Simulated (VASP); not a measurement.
# Fe in VASP: a series of runs, part 2 of 2

VASP 6.6.1. Earlier steps stand in the parts before.

### 5 Relaxation of cell and atoms, PBE, collinear spin, ferromagnetic start, target pressure 2 GPa, at which the enthalpy is minimised

This run uses another cell than the first one, of 12.02 Å³/atom, 0.925 times its volume.

File INCAR:

```
PREC = Accurate ; ENCUT = 600
EDIFF = 1E-6 ; ISMEAR = -1
SIGMA = 0.05 ; LREAL = F
LASPH = T ; NELM = 150
ALGO = Fast ; ISIF = 3
LWAVE = F ; LCHARG = F
ISPIN = 2 ; MAGMOM = 3
LORBIT = 11 ; LMAXMIX = 4
GGA = PE ; IBRION = 2
NSW = 60 ; EDIFFG = -0.01
PSTRESS = 20.0
```

File KPOINTS:

```
Automatic mesh
0
Gamma
  13 13 13
```

File POSCAR:

```
Fe
1.0
   -1.4430000000      1.4430000000      1.4430000000
    1.4430000000     -1.4430000000      1.4430000000
    1.4430000000      1.4430000000     -1.4430000000
Fe
1
Direct
    0.0000000000      0.0000000000      0.0000000000
```

Potentials or basis: VASP PAW PBE potentials, release 64 (Fe).

On the command line:

```bash
> cat potpaw_PBE.64/Fe/POTCAR > POTCAR
> mpirun -np 1 vasp_std > vasp.out
```

OUTCAR:

```text
PREC = Accurate
   ENCUT = 600
   EDIFF = 1E-6
   ISMEAR = -1
   LREAL = F
   LASPH = T
   NELM = 150
   ISIF = 3
   ISPIN = 2
   LORBIT = 11
   GGA = PE
   IBRION = 2
   NSW = 60
   EDIFFG = -0.01
   PSTRESS = 20.0

 ion  position               nearest neighbor table
   1  0.000  0.000  0.000-

  LATTYP: Found a body centered cubic cell.
 ALAT       =     2.8860000000

  Lattice vectors:

 A1 = (  -1.4430000000,   1.4430000000,   1.4430000000)
 A2 = (   1.4430000000,  -1.4430000000,   1.4430000000)
 A3 = (   1.4430000000,   1.4430000000,  -1.4430000000)

Analysis of symmetry for initial positions (statically):
=====================================================================
 Subroutine PRICEL returns:
 Original cell was already a primitive cell.

 Routine SETGRP: Setting up the symmetry group for a
 body centered cubic supercell.

 Subroutine GETGRP returns: Found 48 space group operations
 (whereof 48 operations were pure point group operations)
 out of a pool of 48 trial point group operations.

The static configuration has the point symmetry O_h .

Analysis of symmetry for dynamics (positions and initial velocities):
=====================================================================
 Subroutine PRICEL returns:
 Original cell was already a primitive cell.

 Routine SETGRP: Setting up the symmetry group for a
 body centered cubic supercell.

 Subroutine GETGRP returns: Found 48 space group operations
 (whereof 48 operations were pure point group operations)
 out of a pool of 48 trial point group operations.

The dynamic configuration has the point symmetry O_h .

Analysis of structural, dynamic, and magnetic symmetry:
=====================================================================
 Subroutine PRICEL returns:
 Original cell was already a primitive cell.

 Routine SETGRP: Setting up the symmetry group for a
 body centered cubic supercell.

 Subroutine GETGRP returns: Found 48 space group operations
 (whereof 48 operations were pure point group operations)
 out of a pool of 48 trial point group operations.

The overall configuration has the point symmetry O_h .

 Subroutine INISYM returns: Found 48 space group operations
 (whereof 48 operations are pure point group operations),
 and found     1 'primitive' translations

----------------------------------------------------------------------------------------

                                     Primitive cell

  volume of cell :      12.0187

  direct lattice vectors                    reciprocal lattice vectors
    -1.443000000  1.443000000  1.443000000     0.000000000  0.346500347  0.346500347
     1.443000000 -1.443000000  1.443000000     0.346500347  0.000000000  0.346500347
     1.443000000  1.443000000 -1.443000000     0.346500347  0.346500347  0.000000000

  length of vectors
     2.499349315  2.499349315  2.499349315     0.490025489  0.490025489  0.490025489

  position of ions in fractional coordinates (direct lattice)
     0.000000000  0.000000000  0.000000000

  ion indices of the primitive-cell ions
   primitive index   ion index
                 1           1

----------------------------------------------------------------------------------------

 KPOINTS: Automatic mesh

[... 55 lines left out ...]
   NGX,Y,Z   is equivalent  to a cutoff of  13.30, 13.30, 13.30 a.u.
   NGXF,Y,Z  is equivalent  to a cutoff of  26.61, 26.61, 26.61 a.u.
 SYSTEM =  unknown system
   PREC   = accura    normal or accurate (medium, high low for compatibility)
   ISTART =      0    job   : 0-new  1-cont  2-samecut
   ICHARG =      2    charge: 1-file 2-atom 10-const
   ISPIN  =      2    spin polarized calculation?
   LNONCOLLINEAR =      F non collinear calculations
   LSORBIT =      F    spin-orbit coupling
   LASPH  =      T    aspherical Exc in radial PAW
   ENCUT  =  600.0 eV  44.10 Ry    6.64 a.u.   4.99  4.99  4.99*2*pi/ulx,y,z
   NELM   =    150;   NELMIN=  2; NELMDL= -5     # of ELM steps
   EDIFF  = 0.1E-05   stopping-criterion for ELM
   LREAL  =      F    real-space projection
   EDIFFG = -.1E-01   stopping-criterion for IOM
   NSW    =     60    number of steps for IOM
   IBRION =      2    ionic relax: 0-MD 1-quasi-New 2-CG
   NFREE  =      1    steps in history (QN), initial steepest desc. (CG)
   ISIF   =      3    stress and relaxation
   ISYM   =      2    0-nonsym 1-usesym 2-fastsym
   POTIM  = 0.5000    time-step for ionic-motion
   TEBEG  =    0.0;   TEEND  =   0.0 temperature during run
   PSTRESS=   20.0 pullay stress
   NELECT =       8.0000    total number of electrons
   NUPDOWN=      -1.0000    fix difference up-down
   EMIN   =  10.00;   EMAX   =-10.00  energy-range for DOS
   EFERMI =   0.00;   METHOD = LEGACY
   ISMEAR =    -1;   SIGMA  =   0.05  broadening in eV -4-tet -1-fermi 0-gaus
   EFERMI_NEDOS =   21; number of points for ismear=-14 and -15
   IALGO  =     68    algorithm
   IMIX   =      4    mixing-type and parameters
     AMIX     =   0.40;   BMIX     =  1.00
     AMIX_MAG =   1.60;   BMIX_MAG =  1.00
  volume/ion in A,a.u.               =      12.02        81.11
  Fermi-wavevector in a.u.,A,eV,Ry     =   1.429394  2.701162 27.798962  2.043166
  Thomas-Fermi vector in A             =   2.549352
   LORBIT       =     11    0 simple, 1 ext, 2 COOP (PROOUT), +10 PAW based schemes
   GGA     = PE    functional components
   LHFCALC =     F    Hartree Fock is set to
   AEXX    =    0.0000 exact exchange contribution
   IVDW    =     0    specifies the selected vdW correction
   LEPSILON=     F    determine dielectric tensor
   LRPA    =     F    only Hartree local field effects (RPA)
 conjugate gradient relaxation of ions
 spin polarized calculation
 RMM-DIIS sequential band-by-band and
  energy-cutoff  :      600.00
  volume of cell :       12.02
 maximum number of plane-waves:       415
   NGX =  9   NGY =  9   NGZ =  9

--------------------------------------- Ionic step        1  -------------------------------------------

 number of electron       7.9999995 magnetization       2.2847834

 Free energy of the ion-electron system (eV)
  ---------------------------------------------------
  ext. energy  EPLUGINS =         0.00000000
  ---------------------------------------------------
  free energy    TOTEN  =        -8.22100341 eV

  energy without entropy =       -8.21075277  energy(sigma->0) =       -8.21587809

------------------------ aborting loop because EDIFF is reached ----------------------------------------

  FORCE on cell =-STRESS in cart. coord.  units (eV):
  Direction    XX          YY          ZZ          XY          YZ          ZX
  --------------------------------------------------------------------------------------
  -------------------------------------------------------------------------------------
  Total       -0.7141116     -0.7141116     -0.7141116     -0.0000000     -0.0000000      0.0000000
  in kB      -95.1957816    -95.1957816    -95.1957816     -0.0000000     -0.0000000      0.0000000
  external PRESSURE =    -115.1957816 kB  Pullay stress =      20.0000000 kB
[... 61 lines left out ...]
--------------------------------------- Ionic step        3  -------------------------------------------

 number of electron       8.0000006 magnetization       2.1151332

 Free energy of the ion-electron system (eV)
  ---------------------------------------------------
  ext. energy  EPLUGINS =         0.00000000
  ---------------------------------------------------
  free energy    TOTEN  =        -8.24384734 eV

  energy without entropy =       -8.23518473  energy(sigma->0) =       -8.23951603

 E-fermi :   5.9982     XC(G=0): -13.2052

 val. band max:        5.9975946551   @ k =  -0.3846   0.3846   0.0769
 cond. band min:       6.0051052267   @ k =  -0.3846   0.4615   0.3077
 fundamental gap:      0.0075105716
 Fermi energy:         5.9982273918

 spin component 1

 k-point     1 :       0.0000    0.0000    0.0000
  band No.  band energies     occupation
      1      -2.5356      1.00000
      2       3.6741      1.00000
      3       3.6741      1.00000
      4       3.6741      1.00000
      5       4.8934      1.00000
      6       4.8934      1.00000
      7      31.1575      0.00000
      8      31.1575      0.00000
      9      31.1575      0.00000
     10      36.3362      0.00000
[... 287 lines left out ...]
 k-point    24 :       0.2308    0.0769    0.0769
  band No.  band energies     occupation
      1       0.8977      1.00000
      2       2.8230      1.00000
      3       3.2319      1.00000
      4       4.8565      1.00000
      5       5.0053      1.00000
      6       6.1710      0.03061
      7      19.5760      0.00000
      8      23.6209      0.00000
      9      25.6542      0.00000
     10      32.9768      0.00000

 [... further k-points ...]

 spin component 2

 k-point     1 :       0.0000    0.0000    0.0000
  band No.  band energies     occupation
      1      -2.3782      1.00000
      2       5.4929      0.99996
      3       5.4930      0.99996
      4       5.4930      0.99996
      5       7.6067      0.00000
      6       7.6069      0.00000
      7      30.9061      0.00000
      8      30.9061      0.00000
      9      30.9061      0.00000
     10      36.5418      0.00000
[... 331 lines left out ...]
  energy  without entropy=       -8.2351847256  energy(sigma->0) =       -8.23951603

  enthalpy is  TOTEN    =        -8.1041782704 eV   P V=        0.1396690724

 reached required accuracy - stopping structural energy minimisation

 total charge

# of ion       s       p       d       tot
------------------------------------------
    1        0.494   0.554   6.253   7.301

 magnetization (x)

# of ion       s       p       d       tot
------------------------------------------
    1       -0.013  -0.057   2.182   2.111
```

OSZICAR:

```text
N       E                     dE             d eps       ncg     rms          rms(c)
DAV:   1     0.203621517057E+02    0.20362E+02   -0.43802E+03  3512   0.106E+03
DAV:   2    -0.855917305741E+01   -0.28921E+02   -0.26695E+02  3402   0.138E+02
[... 28 lines left out ...]
RMM:   4    -0.824592827502E+01    0.23690E-02   -0.23713E-03  3361   0.674E-01    0.442E-01
RMM:   5    -0.824380090006E+01    0.21274E-02   -0.12943E-03  3360   0.525E-01    0.614E-02
RMM:   6    -0.824384025290E+01   -0.39353E-04   -0.17306E-04  3391   0.139E-01    0.328E-02
RMM:   7    -0.824384348787E+01   -0.32350E-05   -0.28526E-05  3372   0.753E-02    0.196E-02
RMM:   8    -0.824384723795E+01   -0.37501E-05   -0.54635E-06  3168   0.234E-02    0.743E-03
RMM:   9    -0.824384734277E+01   -0.10481E-06   -0.81798E-07  2409   0.954E-03
   3 F= -.81041783E+01 E0= -.80998470E+01  d E =-.332050E-01  mag=     2.1153
```

It took 24 s on 1 thread of Intel Xeon 6975P-C (Granite Rapids), shared host; peak memory 0.15 GiB.

Results:

```yaml
Free_energy: -8.2438 eV
Relaxed_volume: 11.19 Å³/atom
Relaxed_cell: a = 2.440 Å, b = 2.440 Å, c = 2.440 Å, α = 109.47°, β = 109.47°, γ = 109.47°
Space_group_after_relaxing_to_0.05_Å: Im-3m (No. 229)
Energy_change_on_relaxing_the_enthalpy_is_what_falls: -22.8 meV/atom
Ionic_steps: 3
Pressure_after_relaxing: 1.9 GPa
Net_moment: 2.12 μB per cell
Site_moments: Fe +2.11 μB
Valence_electrons_inside_the_program's_atomic_spheres: Fe 7.30
```

The path:
```csv
step,energy change (eV),largest force (eV/Å),pressure (GPa),volume (Å³)
1,0.0000,0.0000,-9.52,12.02
2,0.0086,0.0000,15.28,10.58
3,-0.0228,0.0000,1.91,11.19
```

Final structure:
```cif
data_structure
_symmetry_space_group_name_H-M 'P 1'
_symmetry_Int_Tables_number 1
_cell_length_a 2.4404
_cell_length_b 2.4404
_cell_length_c 2.4404
_cell_angle_alpha 109.471
_cell_angle_beta 109.471
_cell_angle_gamma 109.471
_cell_volume 11.19
loop_
_atom_site_label
_atom_site_type_symbol
_atom_site_fract_x
_atom_site_fract_y
_atom_site_fract_z
_atom_site_occupancy
Fe1 Fe 0.00000 0.00000 0.00000 1
```

Levels at points of the mesh, in eV from the Fermi level:
Spin up:
| k point | band 1 | band 2 | band 3 | band 4 | band 5 | band 6 | band 7 | band 8 | band 9 | band 10 |
| --- | --- | --- | --- | --- | --- | --- | --- | --- | --- | --- |
| (0.00, 0.00, 0.00) | -8.53 | -2.32 | -2.32 | -2.32 | -1.10 | -1.10 | 25.16 | 25.16 | 25.16 | 30.34 |
Spin down:
| k point | band 1 | band 2 | band 3 | band 4 | band 5 | band 6 | band 7 | band 8 |
| --- | --- | --- | --- | --- | --- | --- | --- | --- |
| (0.00, 0.00, 0.00) | -8.38 | -0.51 | -0.51 | -0.51 | 1.61 | 1.61 | 24.91 | 24.91 |

Caveat: the cell is relaxed towards a set pressure, so the enthalpy falls and the energy may rise.

### 6 The runs side by side

```tsv
task	level	cell	k mesh	cutoff (eV)	gap on the mesh (eV)	pressure (GPa)	moment (μB)
single point	PBEsol	a = 2.566 Å, angles 108.4, 108.4, 111.6°, 1 atom	11 × 11 × 11	520	none	-21.6	2.59
single point	PBE	a = 2.566 Å, angles 108.4, 108.4, 111.6°, 1 atom	11 × 11 × 11	520	none	-14.4	2.59
relaxation of cell and atoms	PBE	relaxed from a = 2.499 Å, angles 109.5°, 1 atom	13 × 13 × 13	600	none	0.1	2.13
relaxation of cell and atoms	PBE	relaxed to 2 GPa from a = 2.499 Å, angles 109.5°, 1 atom	13 × 13 × 13	600	none	1.9	2.12
```

Alike in all rows: potentials or basis VASP PAW PBE potentials, release 64 (Fe); spin collinear, ferromagnetic start; smearing fermi-dirac 0.05 eV.

Caveats: the PAW data sets were made with another functional, which shifts forces and pressure a little (some runs); the cell is relaxed towards a set pressure, so the enthalpy falls and the energy may rise (some runs).

Absolute energies hang on the potentials; compare differences alone.
